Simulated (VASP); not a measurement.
# PmC (F-43m) in VASP: single point with PBE

Aim: the single point of PmC with PBE.

Program: VASP 6.6.1. These are calculated values, not measurements. Logs are shortened: lines on timing, memory, paths and dates and some standing lists are left out, and cuts for length are marked.

### Step 1. The cell of the first run

Symmetry: F-43m, No. 216, cubic system. The conventional cell has a = 5.579 Å, b = 5.579 Å, c = 5.579 Å, α = 90.00°, β = 90.00°, γ = 90.00°. Pm (site symmetry -43m) has 4 C at 2.42 Å within 3.2 Å. Within 3.2 Å of C (site symmetry -43m) lie 4 Pm at 2.42 Å.

### Step 2. Single point, PBE, collinear spin, ferromagnetic start

File INCAR:

```
ALGO = Normal
EDIFF = 1E-6
ENCUT = 520
GGA = PE
ISIF = 2
ISMEAR = 0
ISPIN = 2
LASPH = True
LCHARG = False
LMAXMIX = 6
LORBIT = 11
LREAL = False
LWAVE = False
MAGMOM = 4 0
NBANDS = 20
NELM = 150
PREC = Accurate
SIGMA = 0.05
```

File KPOINTS:

```
k-points
0
Gamma
  6 6 6
```

File POSCAR:

```
PmC
1.0
    0.0000000000      2.7895255606      2.7895255606
    2.7895255606      0.0000000000      2.7895255606
    2.7895255606      2.7895255606      0.0000000000
Pm C
1 1
Direct
    0.0000000000      0.0000000000      0.0000000000
    0.2500000000      0.2500000000      0.2500000000
```

Potentials or basis: VASP PAW PBE potentials, release 64 (Pm, C).

Started as:

```bash
$ cat potpaw_PBE.64/Pm/POTCAR potpaw_PBE.64/C/POTCAR > POTCAR
$ mpirun -np 1 vasp_std > vasp.out
```

OUTCAR:

```text
EDIFF = 1E-6
   ENCUT = 520
   GGA = PE
   ISIF = 2
   ISMEAR = 0
   ISPIN = 2
   LASPH = True
   LORBIT = 11
   LREAL = False
   NELM = 150
   PREC = Accurate

 ion  position               nearest neighbor table
   1  0.000  0.000  0.000-   2 2.42   2 2.42   2 2.42   2 2.42
   2  0.250  0.250  0.250-   1 2.42   1 2.42   1 2.42   1 2.42

  LATTYP: Found a face centered cubic cell.
 ALAT       =     5.5790511212

  Lattice vectors:

 A1 = (   0.0000000000,   2.7895255606,   2.7895255606)
 A2 = (   2.7895255606,   0.0000000000,   2.7895255606)
 A3 = (   2.7895255606,   2.7895255606,   0.0000000000)

Analysis of symmetry for initial positions (statically):
=====================================================================
 Subroutine PRICEL returns:
 Original cell was already a primitive cell.

 Routine SETGRP: Setting up the symmetry group for a
 face centered cubic supercell.

 Subroutine GETGRP returns: Found 24 space group operations
 (whereof 24 operations were pure point group operations)
 out of a pool of 48 trial point group operations.

The static configuration has the point symmetry T_d .

Analysis of symmetry for dynamics (positions and initial velocities):
=====================================================================
 Subroutine PRICEL returns:
 Original cell was already a primitive cell.

 Routine SETGRP: Setting up the symmetry group for a
 face centered cubic supercell.

 Subroutine GETGRP returns: Found 24 space group operations
 (whereof 24 operations were pure point group operations)
 out of a pool of 48 trial point group operations.

The dynamic configuration has the point symmetry T_d .

Analysis of structural, dynamic, and magnetic symmetry:
=====================================================================
 Subroutine PRICEL returns:
 Original cell was already a primitive cell.

 Routine SETGRP: Setting up the symmetry group for a
 face centered cubic supercell.

 Subroutine GETGRP returns: Found 24 space group operations
 (whereof 24 operations were pure point group operations)
 out of a pool of 48 trial point group operations.

The overall configuration has the point symmetry T_d .

 Subroutine INISYM returns: Found 24 space group operations
 (whereof 24 operations are pure point group operations),
 and found     1 'primitive' translations

----------------------------------------------------------------------------------------

                                     Primitive cell

  volume of cell :      43.4131

  direct lattice vectors                    reciprocal lattice vectors
     0.000000000  2.789525561  2.789525561    -0.179241950  0.179241950  0.179241950
     2.789525561  0.000000000  2.789525561     0.179241950 -0.179241950  0.179241950
     2.789525561  2.789525561  0.000000000     0.179241950  0.179241950 -0.179241950

  length of vectors
     3.944984880  3.944984880  3.944984880     0.310456164  0.310456164  0.310456164

  position of ions in fractional coordinates (direct lattice)
     0.000000000  0.000000000  0.000000000
     0.250000000  0.250000000  0.250000000

  ion indices of the primitive-cell ions
   primitive index   ion index
                 1           1
                 2           2

----------------------------------------------------------------------------------------

 KPOINTS: k-points

Automatic generation of k-mesh.
 Grid dimensions read from file:
 generate k-points for:    6    6    6

 Generating k-lattice:

  Cartesian coordinates                     Fractional coordinates (reciprocal lattice)
    -0.029873658  0.029873658  0.029873658     0.166666667  0.000000000  0.000000000
     0.029873658 -0.029873658  0.029873658     0.000000000  0.166666667  0.000000000
     0.029873658  0.029873658 -0.029873658     0.000000000  0.000000000  0.166666667

  Length of vectors
     0.051742694  0.051742694  0.051742694

  Shift w.r.t. Gamma in fractional coordinates (k-lattice)
     0.000000000  0.000000000  0.000000000

 Subroutine IBZKPT returns following result:
 ===========================================

 Found     16 irreducible k-points:

 Following reciprocal coordinates:
            Coordinates               Weight
  0.000000  0.000000  0.000000      1.000000
  0.166667  0.000000  0.000000      8.000000
  0.333333  0.000000  0.000000      8.000000
  0.500000  0.000000  0.000000      4.000000
  0.166667  0.166667  0.000000      6.000000
  0.333333  0.166667  0.000000     24.000000
[... 8 lines left out ...]
 -0.333333  0.333333  0.166667     24.000000
 -0.333333  0.500000  0.166667     12.000000
   k-points           NKPTS =     16   k-points in BZ     NKDIM =     16   number of bands    NBANDS=     20
   number of dos      NEDOS =    301   number of ions     NIONS =      2
   total plane-waves  NPLWV =  27000
   dimension x,y,z NGX =    30 NGY =   30 NGZ =   30
   dimension x,y,z NGXF=    60 NGYF=   60 NGZF=   60
   ions per type =               1   1
   NGX,Y,Z   is equivalent  to a cutoff of  12.64, 12.64, 12.64 a.u.
   NGXF,Y,Z  is equivalent  to a cutoff of  25.28, 25.28, 25.28 a.u.
 SYSTEM =  unknown system
   PREC   = accura    normal or accurate (medium, high low for compatibility)
   ISTART =      0    job   : 0-new  1-cont  2-samecut
   ICHARG =      2    charge: 1-file 2-atom 10-const
   ISPIN  =      2    spin polarized calculation?
   LNONCOLLINEAR =      F non collinear calculations
   LSORBIT =      F    spin-orbit coupling
   LASPH  =      T    aspherical Exc in radial PAW
   ENCUT  =  520.0 eV  38.22 Ry    6.18 a.u.   7.34  7.34  7.34*2*pi/ulx,y,z
   NELM   =    150;   NELMIN=  2; NELMDL= -5     # of ELM steps
   EDIFF  = 0.1E-05   stopping-criterion for ELM
   LREAL  =      F    real-space projection
   EDIFFG = 0.1E-04   stopping-criterion for IOM
   NSW    =      0    number of steps for IOM
   IBRION =     -1    ionic relax: 0-MD 1-quasi-New 2-CG
   NFREE  =      0    steps in history (QN), initial steepest desc. (CG)
   ISIF   =      2    stress and relaxation
   ISYM   =      2    0-nonsym 1-usesym 2-fastsym
   POTIM  = 0.5000    time-step for ionic-motion
   TEBEG  =    0.0;   TEEND  =   0.0 temperature during run
   PSTRESS=    0.0 pullay stress
   NELECT =      19.0000    total number of electrons
   NUPDOWN=      -1.0000    fix difference up-down
   EMIN   =  10.00;   EMAX   =-10.00  energy-range for DOS
   EFERMI =   0.00;   METHOD = LEGACY
   ISMEAR =     0;   SIGMA  =   0.05  broadening in eV -4-tet -1-fermi 0-gaus
   EFERMI_NEDOS =   21; number of points for ismear=-14 and -15
   IALGO  =     38    algorithm
   IMIX   =      4    mixing-type and parameters
     AMIX     =   0.40;   BMIX     =  1.00
     AMIX_MAG =   1.60;   BMIX_MAG =  1.00
  volume/ion in A,a.u.               =      21.71       146.48
  Fermi-wavevector in a.u.,A,eV,Ry     =   1.242946  2.348828 21.019850  1.544915
  Thomas-Fermi vector in A             =   2.377279
   LORBIT       =     11    0 simple, 1 ext, 2 COOP (PROOUT), +10 PAW based schemes
   GGA     = PE    functional components
   LHFCALC =     F    Hartree Fock is set to
   AEXX    =    0.0000 exact exchange contribution
   IVDW    =     0    specifies the selected vdW correction
   LEPSILON=     F    determine dielectric tensor
   LRPA    =     F    only Hartree local field effects (RPA)
 spin polarized calculation
 Gauss-broadening in eV      SIGMA  =   0.05
  energy-cutoff  :      520.00
  volume of cell :       43.41
 maximum number of plane-waves:      1211
 NGX is ok and might be reduce to    30
   NGX = 15   NGY = 15   NGZ = 15

 number of electron      18.9999997 magnetization       3.7100720

 Free energy of the ion-electron system (eV)
  ---------------------------------------------------
  ext. energy  EPLUGINS =         0.00000000
  ---------------------------------------------------
  free energy    TOTEN  =       -15.54142698 eV

  energy without entropy =      -15.52288613  energy(sigma->0) =      -15.53215656

 E-fermi :   4.3347     XC(G=0):  -9.8108

 val. band max:        4.3304201105   @ k =  -0.3333   0.5000   0.1667
 cond. band min:       4.3386880202   @ k =  -0.1667   0.1667   0.0000
 fundamental gap:      0.0082679097
 Fermi energy:         4.3347120953

 spin component 1

 k-point     1 :       0.0000    0.0000    0.0000
  band No.  band energies     occupation
      1     -33.5540      1.00000
      2     -13.6205      1.00000
      3     -13.6205      1.00000
      4     -13.6205      1.00000
      5      -4.3328      1.00000
      6       2.9079      1.00000
[... 12 lines left out ...]
     19      12.9284      0.00000
     20      12.9285      0.00000
[... 323 lines left out ...]
 k-point    16 :      -0.3333    0.5000    0.1667
  band No.  band energies     occupation
      1     -33.4895      1.00000
      2     -14.2355      1.00000
      3     -13.9473      1.00000
      4     -13.8607      1.00000
      5      -2.9773      1.00000
      6       2.5254      1.00000
[... 12 lines left out ...]
     19      11.4605      0.00000
     20      12.7095      0.00000
 Fermi energy:         4.3347120953

 spin component 2

 k-point     1 :       0.0000    0.0000    0.0000
  band No.  band energies     occupation
      1     -31.7139      1.00000
      2     -12.3234      1.00000
      3     -12.3234      1.00000
      4     -12.3234      1.00000
      5      -4.6040      1.00000
      6       2.9041      1.00000
[... 12 lines left out ...]
     19      13.2109      0.00000
     20      13.2109      0.00000
[... 323 lines left out ...]
 k-point    16 :      -0.3333    0.5000    0.1667
  band No.  band energies     occupation
      1     -31.6341      1.00000
      2     -13.1011      1.00000
      3     -12.7164      1.00000
      4     -12.6134      1.00000
      5      -3.1793      1.00000
      6       2.5434      1.00000
[... 12 lines left out ...]
     19      12.0574      0.00000
     20      13.2560      0.00000

------------------------ aborting loop because EDIFF is reached ----------------------------------------

  FORCE on cell =-STRESS in cart. coord.  units (eV):
  Direction    XX          YY          ZZ          XY          YZ          ZX
  --------------------------------------------------------------------------------------
  -------------------------------------------------------------------------------------
  Total       -0.3302496     -0.3302496     -0.3302496     -0.0000000     -0.0000000      0.0000000
  in kB      -12.1879818    -12.1879818    -12.1879818     -0.0000000     -0.0000000      0.0000000
  external PRESSURE =     -12.1879818 kB  Pullay stress =       0.0000000 kB

 VOLUME and BASIS-vectors are now :
 -----------------------------------------------------------------------------
  energy-cutoff  :      520.00
  volume of cell :       43.41
      direct lattice vectors                 reciprocal lattice vectors
     0.000000000  2.789525561  2.789525561    -0.179241950  0.179241950  0.179241950
     2.789525561  0.000000000  2.789525561     0.179241950 -0.179241950  0.179241950
     2.789525561  2.789525561  0.000000000     0.179241950  0.179241950 -0.179241950

 POSITION                                       TOTAL-FORCE (eV/Angst)
 -----------------------------------------------------------------------------------
      0.00000      0.00000      0.00000        -0.000000     -0.000000      0.000000
      1.39476      1.39476      1.39476         0.000000      0.000000     -0.000000
 -----------------------------------------------------------------------------------
    total drift:                                0.000000      0.000000      0.000000

  FREE ENERGIE OF THE ION-ELECTRON SYSTEM (eV)
  ---------------------------------------------------
  free  energy   TOTEN  =       -15.5414269832 eV

  energy  without entropy=      -15.5228861333  energy(sigma->0) =      -15.53215656

 total charge

# of ion       s       p       d       f       tot
--------------------------------------------------
    1        2.024   5.555   0.634   4.164  12.376
    2        0.934   1.342   0.000   0.000   2.277
--------------------------------------------------
tot          2.958   6.897   0.634   4.164  14.653

 magnetization (x)

# of ion       s       p       d       f       tot
--------------------------------------------------
    1       -0.015  -0.001  -0.015   3.985   3.954
    2       -0.014  -0.181   0.000   0.000  -0.195
--------------------------------------------------
tot         -0.029  -0.181  -0.015   3.985   3.759
```

Run time: 2.2 min. Hardware: 1 thread of Intel Xeon 8259CL, shared host; peak memory 0.2 GiB.

Results:

```yaml
Free_energy: -15.5414 eV
Pressure: -1.2 GPa
Net_moment: 3.71 μB per cell
Site_moments: Pm +3.95; C -0.20 μB
Valence_electrons_inside_the_program's_atomic_spheres: Pm 12.38; C 2.28
```

Levels at points of the mesh, in eV from the Fermi level:
Spin up:
```csv
k point,band 9,band 10,band 11,band 12,band 13,band 14
"(0.00, 0.00, 0.00)",-0.41,-0.41,-0.41,-0.07,0.16,0.16
"(0.50, 0.00, 0.00)",-0.40,-0.32,-0.32,-0.08,0.23,0.23
"(0.50, 0.50, 0.00)",-0.55,0.01,0.01,0.04,0.34,1.18
```
Spin down:
```
           k point  band 6  band 7  band 8  band 9  band 10  band 11
(0.00, 0.00, 0.00)   -1.43   -1.43   -1.43    1.32     2.61     2.61
(0.50, 0.00, 0.00)   -0.88   -0.88   -0.82    2.06     2.45     2.75
(0.50, 0.50, 0.00)   -2.42    0.39    0.39    2.11     2.26     2.71
```

Caveat: the magnetic or orbital state may not be the lowest; spin-orbit coupling is left out, which moves the levels of the heavy elements; semilocal functionals describe open f shells poorly, which spoils levels, moments and volumes. The state reached can hang on the start; a lower one may exist.
